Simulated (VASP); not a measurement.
# Ir (Fm-3m) in VASP: single point with PBE

Aim: the single point of Ir with PBE.

Program: VASP 6.6.1. These are calculated values, not measurements. Logs are shortened: lines on timing, memory, paths and dates and some standing lists are left out, and cuts for length are marked.

### 1 The cell of the first run

Symmetry: Fm-3m, No. 225, cubic system. Conventional cell: a = 3.872 Å, b = 3.872 Å, c = 3.872 Å, α = 90.00°, β = 90.00°, γ = 90.00°. Within 3.6 Å of Ir (site symmetry m-3m) lie 12 Ir at 2.74 Å.

### 2 Single point, PBE

Contents of INCAR:

```
SYSTEM = Ir
PREC = Accurate
ENCUT = 500
EDIFF = 1E-6
ISMEAR = -1
SIGMA = 0.1
LREAL = .False.
LASPH = .True.
NELM = 120
ALGO = Normal
ISIF = 2
LWAVE = .False.
LCHARG = .False.
GGA = PE
NBANDS = 10
GGA_COMPAT = .False.
```

Contents of KPOINTS:

```
Automatic mesh
0
Gamma
  4 4 4
  0 0 0
```

Contents of POSCAR:

```
Ir
1.0
   -1.9362379667      0.0000000000      1.9362379667
    0.0000000000      1.9362379667      1.9362379667
   -1.9362379667      1.9362379667      0.0000000000
Ir
1
Direct
    0.0000000000      0.0000000000      0.0000000000
```

Potentials or basis: VASP PAW PBE potentials, release 64 (Ir).

The run is started by

```bash
$ cat potpaw_PBE.64/Ir/POTCAR > POTCAR
$ mpirun -np 1 vasp_std > vasp.out
```

OUTCAR:

```text
SYSTEM = Ir
   PREC = Accurate
   ENCUT = 500
   EDIFF = 1E-6
   ISMEAR = -1
   LREAL = .False.
   LASPH = .True.
   NELM = 120
   ISIF = 2
   GGA = PE

 ion  position               nearest neighbor table
   1  0.000  0.000  0.000-

  LATTYP: Found a face centered cubic cell.
 ALAT       =     3.8724759334

  Lattice vectors:

 A1 = (  -1.9362379667,   0.0000000000,   1.9362379667)
 A2 = (   0.0000000000,   1.9362379667,   1.9362379667)
 A3 = (  -1.9362379667,   1.9362379667,   0.0000000000)

Analysis of symmetry for initial positions (statically):
=====================================================================
 Subroutine PRICEL returns:
 Original cell was already a primitive cell.

 Routine SETGRP: Setting up the symmetry group for a
 face centered cubic supercell.

 Subroutine GETGRP returns: Found 48 space group operations
 (whereof 48 operations were pure point group operations)
 out of a pool of 48 trial point group operations.

The static configuration has the point symmetry O_h .

Analysis of symmetry for dynamics (positions and initial velocities):
=====================================================================
 Subroutine PRICEL returns:
 Original cell was already a primitive cell.

 Routine SETGRP: Setting up the symmetry group for a
 face centered cubic supercell.

 Subroutine GETGRP returns: Found 48 space group operations
 (whereof 48 operations were pure point group operations)
 out of a pool of 48 trial point group operations.

The dynamic configuration has the point symmetry O_h .

 Subroutine INISYM returns: Found 48 space group operations
 (whereof 48 operations are pure point group operations),
 and found     1 'primitive' translations

----------------------------------------------------------------------------------------

                                     Primitive cell

  volume of cell :      14.5180

  direct lattice vectors                    reciprocal lattice vectors
    -1.936237967  0.000000000  1.936237967    -0.258232722 -0.258232722  0.258232722
     0.000000000  1.936237967  1.936237967     0.258232722  0.258232722  0.258232722
    -1.936237967  1.936237967  0.000000000    -0.258232722  0.258232722 -0.258232722

  length of vectors
     2.738253992  2.738253992  2.738253992     0.447272194  0.447272194  0.447272194

  position of ions in fractional coordinates (direct lattice)
     0.000000000  0.000000000  0.000000000

[... 60 lines left out ...]
   EDIFFG = 0.1E-04   stopping-criterion for IOM
   NSW    =      0    number of steps for IOM
   IBRION =     -1    ionic relax: 0-MD 1-quasi-New 2-CG
   NFREE  =      0    steps in history (QN), initial steepest desc. (CG)
   ISIF   =      2    stress and relaxation
   ISYM   =      2    0-nonsym 1-usesym 2-fastsym
   POTIM  = 0.5000    time-step for ionic-motion
   TEBEG  =    0.0;   TEEND  =   0.0 temperature during run
   PSTRESS=    0.0 pullay stress
   NELECT =       9.0000    total number of electrons
   NUPDOWN=      -1.0000    fix difference up-down
   EMIN   =  10.00;   EMAX   =-10.00  energy-range for DOS
   EFERMI =   0.00;   METHOD = LEGACY
   ISMEAR =    -1;   SIGMA  =   0.10  broadening in eV -4-tet -1-fermi 0-gaus
   EFERMI_NEDOS =   21; number of points for ismear=-14 and -15
   IALGO  =     38    algorithm
   IMIX   =      4    mixing-type and parameters
     AMIX     =   0.40;   BMIX     =  1.00
     AMIX_MAG =   1.60;   BMIX_MAG =  1.00
  volume/ion in A,a.u.               =      14.52        97.97
  Fermi-wavevector in a.u.,A,eV,Ry     =   1.395898  2.637864 26.511367  1.948530
  Thomas-Fermi vector in A             =   2.519305
   LORBIT       =      0    0 simple, 1 ext, 2 COOP (PROOUT), +10 PAW based schemes
   GGA     = PE    functional components
   LHFCALC =     F    Hartree Fock is set to
   AEXX    =    0.0000 exact exchange contribution
   IVDW    =     0    specifies the selected vdW correction
   LEPSILON=     F    determine dielectric tensor
   LRPA    =     F    only Hartree local field effects (RPA)
 non-spin polarized calculation
  energy-cutoff  :      500.00
  volume of cell :       14.52
 maximum number of plane-waves:       380
   NGX =  9   NGY =  9   NGZ =  9

 number of electron       9.0000000 magnetization

 Free energy of the ion-electron system (eV)
  ---------------------------------------------------
  ext. energy  EPLUGINS =         0.00000000
  ---------------------------------------------------
  free energy    TOTEN  =        -9.33203226 eV

  energy without entropy =       -9.31785547  energy(sigma->0) =       -9.32494387

 E-fermi :   9.6269     XC(G=0): -13.8374

 val. band max:        9.2630818526   @ k =   0.5000   0.0000   0.0000
 cond. band min:       9.6871054094   @ k =   0.2500   0.2500   0.0000
 fundamental gap:      0.4240235568
 Fermi energy:         9.6268559422

 k-point     1 :       0.0000    0.0000    0.0000
  band No.  band energies     occupation
      1      -0.8834      2.00000
      2       6.2059      2.00000
      3       6.2059      2.00000
      4       6.2059      2.00000
      5       8.7712      1.99962
      6       8.7712      1.99962
      7      24.3567      0.00000
      8      29.7657      0.00000
      9      29.7657      0.00000
     10      29.7657      0.00000
[... 79 lines left out ...]
 k-point     8 :      -0.2500    0.5000    0.2500
  band No.  band energies     occupation
      1       3.9202      2.00000
      2       5.2542      2.00000
      3       5.2542      2.00000
      4       8.2122      2.00000
      5      11.3417      0.00000
      6      17.9259      0.00000
      7      18.8350      0.00000
      8      18.8350      0.00000
      9      22.9478      0.00000
     10      35.2371      0.00000

------------------------ aborting loop because EDIFF is reached ----------------------------------------

  FORCE on cell =-STRESS in cart. coord.  units (eV):
  Direction    XX          YY          ZZ          XY          YZ          ZX
  --------------------------------------------------------------------------------------
  -------------------------------------------------------------------------------------
  Total       -0.8369054     -0.8369054     -0.8369054     -0.0000000      0.0000000      0.0000000
  in kB      -92.3593306    -92.3593306    -92.3593306     -0.0000000      0.0000000      0.0000000
  external PRESSURE =     -92.3593306 kB  Pullay stress =       0.0000000 kB

 VOLUME and BASIS-vectors are now :
 -----------------------------------------------------------------------------
  energy-cutoff  :      500.00
  volume of cell :       14.52
      direct lattice vectors                 reciprocal lattice vectors
    -1.936237967  0.000000000  1.936237967    -0.258232722 -0.258232722  0.258232722
     0.000000000  1.936237967  1.936237967     0.258232722  0.258232722  0.258232722
    -1.936237967  1.936237967  0.000000000    -0.258232722  0.258232722 -0.258232722

 POSITION                                       TOTAL-FORCE (eV/Angst)
 -----------------------------------------------------------------------------------
      0.00000      0.00000      0.00000         0.000000      0.000000      0.000000
 -----------------------------------------------------------------------------------
    total drift:                               -0.000000      0.000000      0.000000

  FREE ENERGIE OF THE ION-ELECTRON SYSTEM (eV)
  ---------------------------------------------------
  free  energy   TOTEN  =        -9.3320322644 eV

  energy  without entropy=       -9.3178554705  energy(sigma->0) =       -9.32494387
```

Run time: 4 s. Hardware: 1 thread of Intel Xeon 8259CL, shared host; peak memory 0.12 GiB.

Results:

* Free energy: -9.3320 eV
* Pressure: -9.2 GPa

Caveat: the k points lie up to 0.70 Å⁻¹ apart; spin-orbit coupling is left out, which moves the levels of the heavy elements.
